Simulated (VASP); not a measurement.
# Cu (P6_3/mmc) in VASP: settings compared, part 2 of 2

VASP 6.6.1. Earlier steps stand in the parts before.

## 5. Single point, LDA

File INCAR:

```
PREC = Accurate
ENCUT = 700
EDIFF = 1E-6
ISMEAR = 0
SIGMA = 0.05
LREAL = False
LASPH = True
NELM = 120
ALGO = Normal
ISIF = 2
LWAVE = False
LCHARG = False
NBANDS = 26
GGA_COMPAT = False
```

File KPOINTS:

```
regular mesh
0
Gamma
  10 10 6
```

File POSCAR:

```
Cu
1.0
    2.5340966698      0.0000000000      0.0000000000
   -1.2670483349      2.1945920917      0.0000000000
    0.0000000000      0.0000000000      4.1125710000
Cu
2
Direct
    0.6666666667      0.3333333333      0.7500000000
    0.3333333333      0.6666666667      0.2500000000
```

Potentials or basis: VASP PAW LDA potentials, release 64 (Cu_sv_GW).

Launch:

```
$ cat potpaw_LDA.64/Cu_sv_GW/POTCAR > POTCAR
$ mpirun -np 1 vasp_std > vasp.out
```

OUTCAR:

```text
PREC = Accurate
   ENCUT = 700
   EDIFF = 1E-6
   ISMEAR = 0
   LREAL = False
   LASPH = True
   NELM = 120
   ISIF = 2

 ion  position               nearest neighbor table
   1  0.667  0.333  0.750-   2 2.52   2 2.52   2 2.52   2 2.52   2 2.52   2 2.52
   2  0.333  0.667  0.250-   1 2.52   1 2.52   1 2.52   1 2.52   1 2.52   1 2.52

  LATTYP: Found a hexagonal cell.
 ALAT       =     2.5340966698
 C/A-ratio  =     1.6228942838

  Lattice vectors:

 A1 = (   2.5340966698,   0.0000000000,   0.0000000000)
 A2 = (  -1.2670483349,   2.1945920917,   0.0000000000)
 A3 = (   0.0000000000,   0.0000000000,   4.1125710000)

Analysis of symmetry for initial positions (statically):
=====================================================================
 Subroutine PRICEL returns:
 Original cell was already a primitive cell.

 Routine SETGRP: Setting up the symmetry group for a
 hexagonal supercell.

 Subroutine GETGRP returns: Found 24 space group operations
 (whereof 12 operations were pure point group operations)
 out of a pool of 24 trial point group operations.

The static configuration has the point symmetry D_3d.
[... 160 lines left out ...]
  free energy    TOTEN  =        -9.65090432 eV

  energy without entropy =       -9.64921693  energy(sigma->0) =       -9.65006063

 E-fermi :   7.5128     XC(G=0): -14.0316

 val. band max:        7.4736335986   @ k =   0.5000   0.0000   0.1667
 cond. band min:       7.5129312505   @ k =   0.3000   0.0000   0.3333
 fundamental gap:      0.0392976519
 Fermi energy:         7.5128340600

 k-point     1 :       0.0000    0.0000    0.0000
  band No.  band energies     occupation
      1    -103.9612      2.00000
      2    -103.9412      2.00000
      3     -61.9888      2.00000
      4     -61.8788      2.00000
      5     -61.8788      2.00000
      6     -61.8630      2.00000
[... 685 lines left out ...]
     25      22.1226      0.00000
     26      25.1141      0.00000

 [... further k-points ...]

------------------------ aborting loop because EDIFF is reached ----------------------------------------

  FORCE on cell =-STRESS in cart. coord.  units (eV):
  Direction    XX          YY          ZZ          XY          YZ          ZX
  --------------------------------------------------------------------------------------
  -------------------------------------------------------------------------------------
  Total       -1.6688007     -1.6688007     -1.7036099      0.0000000      0.0000000      0.0000000
  in kB     -116.9027324   -116.9027324   -119.3411849      0.0000000      0.0000000      0.0000000
  external PRESSURE =    -117.7155499 kB  Pullay stress =       0.0000000 kB

 VOLUME and BASIS-vectors are now :
 -----------------------------------------------------------------------------
  energy-cutoff  :      700.00
  volume of cell :       22.87
      direct lattice vectors                 reciprocal lattice vectors
     2.534096670  0.000000000  0.000000000     0.394617937  0.227832772  0.000000000
    -1.267048335  2.194592092  0.000000000     0.000000000  0.455665544  0.000000000
     0.000000000  0.000000000  4.112571000     0.000000000  0.000000000  0.243156896

 POSITION                                       TOTAL-FORCE (eV/Angst)
 -----------------------------------------------------------------------------------
      1.26705      0.73153      3.08443        -0.000000      0.000000      0.000000
     -0.00000      1.46306      1.02814         0.000000     -0.000000      0.000000
 -----------------------------------------------------------------------------------
    total drift:                               -0.000001      0.000000     -0.000000

  FREE ENERGIE OF THE ION-ELECTRON SYSTEM (eV)
  ---------------------------------------------------
  free  energy   TOTEN  =        -9.6509043188 eV

  energy  without entropy=       -9.6492169325  energy(sigma->0) =       -9.65006063
```

OSZICAR:

```text
N       E                     dE             d eps       ncg     rms          rms(c)
DAV:   1     0.794667255044E+03    0.79467E+03   -0.29604E+04  4392   0.599E+03
DAV:   2     0.616687114226E+02   -0.73300E+03   -0.70660E+03  4696   0.141E+03
DAV:   3    -0.895525392422E+01   -0.70624E+02   -0.68845E+02  5348   0.544E+02
DAV:   4    -0.114508538804E+02   -0.24956E+01   -0.24884E+01  5086   0.971E+01
DAV:   5    -0.115470289745E+02   -0.96175E-01   -0.96162E-01  5052   0.150E+01    0.120E+01
DAV:   6    -0.109237259476E+02    0.62330E+00   -0.16845E+01  4108   0.250E+02    0.809E+00
DAV:   7    -0.968191768923E+01    0.12418E+01   -0.53657E+00  4164   0.141E+02    0.224E+00
DAV:   8    -0.965261067849E+01    0.29307E-01   -0.96073E-02  5224   0.816E+00    0.452E-01
DAV:   9    -0.965123102958E+01    0.13796E-02   -0.12703E-02  4944   0.624E+00    0.160E-01
DAV:  10    -0.965090627647E+01    0.32475E-03   -0.10766E-03  5144   0.179E+00    0.147E-02
DAV:  11    -0.965090494550E+01    0.13310E-05   -0.27217E-05  5088   0.263E-01    0.764E-03
DAV:  12    -0.965090431878E+01    0.62672E-06   -0.47788E-07  2078   0.589E-02
   1 F= -.96509043E+01 E0= -.96500606E+01  d E =-.168739E-02
```

stdout:

```text
POSCAR found type information on POSCAR Cu
 POSCAR found :  1 types and       2 ions
 scaLAPACK will be used
 LDA part: xc-table for (Slater(with rela. corr.)+CA(PZ))
 , standard interpolation
 POSCAR, INCAR and KPOINTS ok, starting setup
 FFT: planning ... GRIDC
 FFT: planning ... GRID_SOFT
 FFT: planning ... GRID
 WAVECAR not read
 entering main loop
```

It took 46 s on 1 thread of AMD EPYC 9R45 (Zen 5), shared host; peak memory 0.14 GiB.

Results:

* Free energy: -9.6509 eV
* Pressure: -11.8 GPa
* Band gap on the k mesh: zero (band 19 reaches 10.69 eV, above the bottom of band 20 at 5.60 eV)

Stress tensor (GPa, compression positive):
```
-11.69   0.00   0.00
  0.00 -11.69   0.00
  0.00   0.00 -11.93
```

Levels at points of the mesh, in eV from the Fermi level:
```
           k point  band 16  band 17  band 18  band 19  band 20  band 21  band 22  band 23
(0.00, 0.00, 0.00)    -2.49    -2.49    -1.67    -1.67    -0.98     4.05    21.72    22.01
(0.50, 0.00, 0.00)    -1.58    -1.51    -1.47     0.07     1.66     7.98     8.35    11.06
(0.00, 0.00, 0.50)    -3.05    -1.91    -1.91    -1.91    -1.91    12.93    12.93    22.41
(0.50, 0.00, 0.50)    -1.87    -1.51    -1.51     0.51     0.51     5.05     5.05    16.34
```

## 6. Single point, LDA

This run uses another cell than the first one, of 10.91 Å³/atom, 0.954 times its volume.

File INCAR:

```
SYSTEM = Cu
PREC = Accurate
ENCUT = 520
EDIFF = 1E-7
ISMEAR = -1
SIGMA = 0.05
LREAL = .FALSE.
LASPH = .TRUE.
NELM = 80
ALGO = Normal
ISIF = 2
LWAVE = .FALSE.
LCHARG = .TRUE.
LELF = .TRUE.
LVHAR = .TRUE.
NBANDS = 18
```

File KPOINTS:

```
Automatic mesh
0
G
  12 12 7
  0 0 0
```

File POSCAR:

```
Cu
1.0
    2.4920209330      0.0000000000      0.0000000000
   -1.2460104665      2.1581534347      0.0000000000
    0.0000000000      0.0000000000      4.0559227403
Cu
2
Direct
    0.6666666667      0.3333333333      0.7500000000
    0.3333333333      0.6666666667      0.2500000000
```

Potentials or basis: VASP PAW LDA potentials, release 64 (Cu).

Launch:

```
$ cat potpaw_LDA.64/Cu/POTCAR > POTCAR
$ mpirun -np 1 vasp_std > vasp.out
```

OUTCAR:

```text
SYSTEM = Cu
   PREC = Accurate
   ENCUT = 520
   EDIFF = 1E-7
   ISMEAR = -1
   LREAL = .FALSE.
   LASPH = .TRUE.
   NELM = 80
   ISIF = 2

 ion  position               nearest neighbor table
   1  0.667  0.333  0.750-   2 2.49   2 2.49   2 2.49   2 2.49   2 2.49   2 2.49
   2  0.333  0.667  0.250-   1 2.49   1 2.49   1 2.49   1 2.49   1 2.49   1 2.49

  LATTYP: Found a hexagonal cell.
 ALAT       =     2.4920209330
 C/A-ratio  =     1.6275636720

  Lattice vectors:

 A1 = (   2.4920209330,   0.0000000000,   0.0000000000)
 A2 = (  -1.2460104665,   2.1581534347,   0.0000000000)
 A3 = (   0.0000000000,   0.0000000000,   4.0559227403)

Analysis of symmetry for initial positions (statically):
=====================================================================
 Subroutine PRICEL returns:
 Original cell was already a primitive cell.

 Routine SETGRP: Setting up the symmetry group for a
 hexagonal supercell.

 Subroutine GETGRP returns: Found 24 space group operations
 (whereof 12 operations were pure point group operations)
 out of a pool of 24 trial point group operations.

The static configuration has the point symmetry D_3d.
 The point group associated with its full space group is D_6h.

Analysis of symmetry for dynamics (positions and initial velocities):
=====================================================================
 Subroutine PRICEL returns:
 Original cell was already a primitive cell.

 Routine SETGRP: Setting up the symmetry group for a
 hexagonal supercell.

 Subroutine GETGRP returns: Found 24 space group operations
 (whereof 12 operations were pure point group operations)
 out of a pool of 24 trial point group operations.

The dynamic configuration has the point symmetry D_3d.
 The point group associated with its full space group is D_6h.

 Subroutine INISYM returns: Found 24 space group operations
 (whereof 12 operations are pure point group operations),
 and found     1 'primitive' translations

----------------------------------------------------------------------------------------

                                     Primitive cell

  volume of cell :      21.8134

  direct lattice vectors                    reciprocal lattice vectors
     2.492020933  0.000000000  0.000000000     0.401280738  0.231679542  0.000000000
    -1.246010467  2.158153435  0.000000000     0.000000000  0.463359085  0.000000000
     0.000000000  0.000000000  4.055922740     0.000000000  0.000000000  0.246553020

  length of vectors
     2.492020933  2.492020933  4.055922740     0.463359085  0.463359085  0.246553020

  position of ions in fractional coordinates (direct lattice)
     0.666666667  0.333333333  0.750000000
     0.333333333  0.666666667  0.250000000

  ion indices of the primitive-cell ions
   primitive index   ion index
                 1           1
                 2           2

----------------------------------------------------------------------------------------

 KPOINTS: Automatic mesh

Automatic generation of k-mesh.
 Grid dimensions read from file:
 generate k-points for:   12   12    7

 Generating k-lattice:

  Cartesian coordinates                     Fractional coordinates (reciprocal lattice)
     0.033440062  0.019306629  0.000000000     0.083333333  0.000000000  0.000000000
     0.000000000  0.038613257  0.000000000     0.000000000  0.083333333  0.000000000
     0.000000000  0.000000000  0.035221860     0.000000000  0.000000000  0.142857143

  Length of vectors
     0.038613257  0.038613257  0.035221860

  Shift w.r.t. Gamma in fractional coordinates (k-lattice)
     0.000000000  0.000000000  0.000000000

 Subroutine IBZKPT returns following result:
 ===========================================

 Found     76 irreducible k-points:

 Following reciprocal coordinates:
            Coordinates               Weight
  0.000000  0.000000  0.000000      1.000000
  0.083333  0.000000  0.000000      6.000000
  0.166667 -0.000000  0.000000      6.000000
  0.250000  0.000000  0.000000      6.000000
  0.333333  0.000000  0.000000      6.000000
  0.416667  0.000000  0.000000      6.000000
[... 16 lines left out ...]
  0.250000  0.000000  0.142857     12.000000
  0.333333  0.000000  0.142857     12.000000
 [... further k-points ...]
   k-points           NKPTS =     76   k-points in BZ     NKDIM =     76   number of bands    NBANDS=     18
   number of dos      NEDOS =    301   number of ions     NIONS =      2
   total plane-waves  NPLWV =  12000
   dimension x,y,z NGX =    20 NGY =   20 NGZ =   30
   dimension x,y,z NGXF=    40 NGYF=   40 NGZF=   60
   ions per type =               2
   NGX,Y,Z   is equivalent  to a cutoff of  13.34, 13.34, 12.30 a.u.
   NGXF,Y,Z  is equivalent  to a cutoff of  26.68, 26.68, 24.59 a.u.
 SYSTEM =  Cu
   PREC   = accura    normal or accurate (medium, high low for compatibility)
   ISTART =      0    job   : 0-new  1-cont  2-samecut
   ICHARG =      2    charge: 1-file 2-atom 10-const
   ISPIN  =      1    spin polarized calculation?
   LNONCOLLINEAR =      F non collinear calculations
   LSORBIT =      F    spin-orbit coupling
   LASPH  =      T    aspherical Exc in radial PAW
   ENCUT  =  520.0 eV  38.22 Ry    6.18 a.u.   4.63  4.63  7.54*2*pi/ulx,y,z
   NELM   =     80;   NELMIN=  2; NELMDL= -5     # of ELM steps
   EDIFF  = 0.1E-06   stopping-criterion for ELM
   LREAL  =      F    real-space projection
   EDIFFG = 0.1E-05   stopping-criterion for IOM
   NSW    =      0    number of steps for IOM
   IBRION =     -1    ionic relax: 0-MD 1-quasi-New 2-CG
   NFREE  =      0    steps in history (QN), initial steepest desc. (CG)
   ISIF   =      2    stress and relaxation
   ISYM   =      2    0-nonsym 1-usesym 2-fastsym
   POTIM  = 0.5000    time-step for ionic-motion
   TEBEG  =    0.0;   TEEND  =   0.0 temperature during run
   PSTRESS=    0.0 pullay stress
   NELECT =      22.0000    total number of electrons
   NUPDOWN=      -1.0000    fix difference up-down
   EMIN   =  10.00;   EMAX   =-10.00  energy-range for DOS
   EFERMI =   0.00;   METHOD = LEGACY
   ISMEAR =    -1;   SIGMA  =   0.05  broadening in eV -4-tet -1-fermi 0-gaus
   EFERMI_NEDOS =   21; number of points for ismear=-14 and -15
   IALGO  =     38    algorithm
   IMIX   =      4    mixing-type and parameters
     AMIX     =   0.40;   BMIX     =  1.00
     AMIX_MAG =   1.60;   BMIX_MAG =  1.00
  volume/ion in A,a.u.               =      10.91        73.60
  Fermi-wavevector in a.u.,A,eV,Ry     =   1.641753  3.102463 36.672505  2.695353
  Thomas-Fermi vector in A             =   2.732171
   LORBIT       =      0    0 simple, 1 ext, 2 COOP (PROOUT), +10 PAW based schemes
   GGA     = CA    functional components
   LHFCALC =     F    Hartree Fock is set to
   AEXX    =    0.0000 exact exchange contribution
   IVDW    =     0    specifies the selected vdW correction
   LEPSILON=     F    determine dielectric tensor
   LRPA    =     F    only Hartree local field effects (RPA)
 non-spin polarized calculation
  energy-cutoff  :      520.00
  volume of cell :       21.81
 maximum number of plane-waves:       600
 NGX is ok and might be reduce to    20
   NGX =  9   NGY =  9   NGZ = 15

 number of electron      21.9999992 magnetization

 Free energy of the ion-electron system (eV)
  ---------------------------------------------------
  ext. energy  EPLUGINS =         0.00000000
  ---------------------------------------------------
  free energy    TOTEN  =        -9.38335418 eV

  energy without entropy =       -9.37563732  energy(sigma->0) =       -9.37949575

 E-fermi :   8.3362     XC(G=0): -13.5739

 val. band max:        8.3256139503   @ k =   0.3333   0.1667   0.2857
 cond. band min:       8.3663135896   @ k =   0.5000   0.0000   0.0000
 fundamental gap:      0.0406996393
 Fermi energy:         8.3361660613

 k-point     1 :       0.0000    0.0000    0.0000
  band No.  band energies     occupation
      1      -1.5918      2.00000
      2       2.7968      2.00000
      3       5.0599      2.00000
      4       5.1201      2.00000
      5       5.1201      2.00000
      6       5.3599      2.00000
[... 10 lines left out ...]
     17      32.8679      0.00000
     18      32.8701      0.00000

 k-point     2 :       0.0833    0.0000    0.0000
  band No.  band energies     occupation
      1      -1.3548      2.00000
      2       2.9348      2.00000
      3       4.9184      2.00000
      4       5.2118      2.00000
      5       5.2341      2.00000
      6       5.3201      2.00000
[... 10 lines left out ...]
     17      33.5727      0.00000
     18      33.8850      0.00000
[... 442 lines left out ...]
 k-point    24 :       0.3333    0.0000    0.1429
  band No.  band energies     occupation
      1       1.8167      2.00000
      2       3.5955      2.00000
      3       3.8998      2.00000
      4       4.5401      2.00000
      5       5.1166      2.00000
      6       5.2130      2.00000
[... 10 lines left out ...]
     17      26.5834      0.00000
     18      29.1114      0.00000

 [... further k-points ...]
[... 5 lines left out ...]
  --------------------------------------------------------------------------------------
  -------------------------------------------------------------------------------------
  Total        0.1187497      0.1187497      0.1126780      0.0000000     -0.0000000      0.0000000
  in kB        8.7220701      8.7220701      8.2761066      0.0000000     -0.0000000      0.0000000
  external PRESSURE =       8.5734156 kB  Pullay stress =       0.0000000 kB

 VOLUME and BASIS-vectors are now :
 -----------------------------------------------------------------------------
  energy-cutoff  :      520.00
  volume of cell :       21.81
      direct lattice vectors                 reciprocal lattice vectors
     2.492020933  0.000000000  0.000000000     0.401280738  0.231679542  0.000000000
    -1.246010467  2.158153435  0.000000000     0.000000000  0.463359085  0.000000000
     0.000000000  0.000000000  4.055922740     0.000000000  0.000000000  0.246553020

 POSITION                                       TOTAL-FORCE (eV/Angst)
 -----------------------------------------------------------------------------------
      1.24601      0.71938      3.04194         0.000000      0.000000      0.000000
     -0.00000      1.43877      1.01398        -0.000000     -0.000000      0.000000
 -----------------------------------------------------------------------------------
    total drift:                               -0.000000      0.000000     -0.000000

  FREE ENERGIE OF THE ION-ELECTRON SYSTEM (eV)
  ---------------------------------------------------
  free  energy   TOTEN  =        -9.3833541795 eV

  energy  without entropy=       -9.3756373183  energy(sigma->0) =       -9.37949575
```

OSZICAR:

```text
N       E                     dE             d eps       ncg     rms          rms(c)
DAV:   1     0.121280932226E+03    0.12128E+03   -0.10532E+04  2968   0.229E+03
DAV:   2    -0.499995158416E+01   -0.12628E+03   -0.12017E+03  2744   0.292E+02
DAV:   3    -0.113613430550E+02   -0.63614E+01   -0.61608E+01  3038   0.882E+01
DAV:   4    -0.114293792307E+02   -0.68036E-01   -0.67989E-01  3288   0.100E+01
DAV:   5    -0.114303080096E+02   -0.92878E-03   -0.92874E-03  3476   0.101E+00    0.114E+01
DAV:   6    -0.101302882402E+02    0.13000E+01   -0.11543E+01  2912   0.103E+02    0.538E+00
DAV:   7    -0.941724749448E+01    0.71304E+00   -0.22764E+00  3004   0.417E+01    0.841E-01
DAV:   8    -0.938778946806E+01    0.29458E-01   -0.17529E-02  3344   0.175E+00    0.475E-01
DAV:   9    -0.938331908134E+01    0.44704E-02   -0.48548E-03  3744   0.208E+00    0.160E-02
DAV:  10    -0.938335290689E+01   -0.33826E-04   -0.17217E-04  3128   0.149E-01    0.674E-03
DAV:  11    -0.938335417115E+01   -0.12643E-05   -0.24940E-06  4514   0.278E-02    0.309E-03
DAV:  12    -0.938335417953E+01   -0.83792E-08   -0.43495E-07  3188   0.163E-02
   1 F= -.93833542E+01 E0= -.93794957E+01  d E =-.771686E-02
```

stdout:

```text
POSCAR found type information on POSCAR Cu
 POSCAR found :  1 types and       2 ions
 scaLAPACK will be used
 LDA part: xc-table for (Slater(with rela. corr.)+CA(PZ))
 , standard interpolation
 POSCAR, INCAR and KPOINTS ok, starting setup
 FFT: planning ... GRIDC
 FFT: planning ... GRID_SOFT
 FFT: planning ... GRID
 WAVECAR not read
 entering main loop
```

Run time: 37 s. Hardware: 1 thread of AMD EPYC 7R13, shared host; peak memory 0.11 GiB.

What came out:

```
Free energy            : -9.3834 eV
Pressure               : 0.9 GPa
Band gap on the k mesh : zero (band 11 reaches 12.55 eV, above the bottom of band 12 at 6.36 eV)
```

## 7. Overview

```csv
level,potentials or basis,cell,k mesh,cutoff (eV),smearing,second run,grid for exact exchange (PRECFOCK),screening parameter,gap on the mesh (eV),pressure (GPa)
LDA,"VASP PAW LDA potentials, release 64 (Cu_sv_GW)","a = 2.534, b = 2.534, c = 4.113 Å, angles 90.0, 90.0, 120.0°, 2 atoms",7 × 7 × 4,700,fermi-dirac 0.05 eV,valence_matched,-,-,none,-12.7
HSE06,"VASP PAW PBE potentials, release 64 (Cu)","a = 2.595, b = 2.595, c = 4.156 Å, angles 90.0, 90.0, 120.0°, 2 atoms",6 × 6 × 4,520,fermi-dirac 0.05 eV,-,Normal,0.2079 1/Å,none,0.2
LDA,"VASP PAW LDA potentials, release 64 (Cu_sv_GW)","a = 2.534, b = 2.534, c = 4.113 Å, angles 90.0, 90.0, 120.0°, 2 atoms",10 × 10 × 6,700,gaussian 0.05 eV,valence_matched,-,-,none,-11.8
LDA,"VASP PAW LDA potentials, release 64 (Cu)","a = 2.492, b = 2.492, c = 4.056 Å, angles 90.0, 90.0, 120.0°, 2 atoms",12 × 12 × 7,520,fermi-dirac 0.05 eV,-,-,-,none,0.9
```

Alike in all rows: task single point; no spin polarisation.

Caveats: some runs use coarse meshes; the PAW data sets were made with another functional, which shifts forces and pressure a little (some runs).

Total energies depend on the potentials used, so only differences within one code and one set of settings carry meaning.
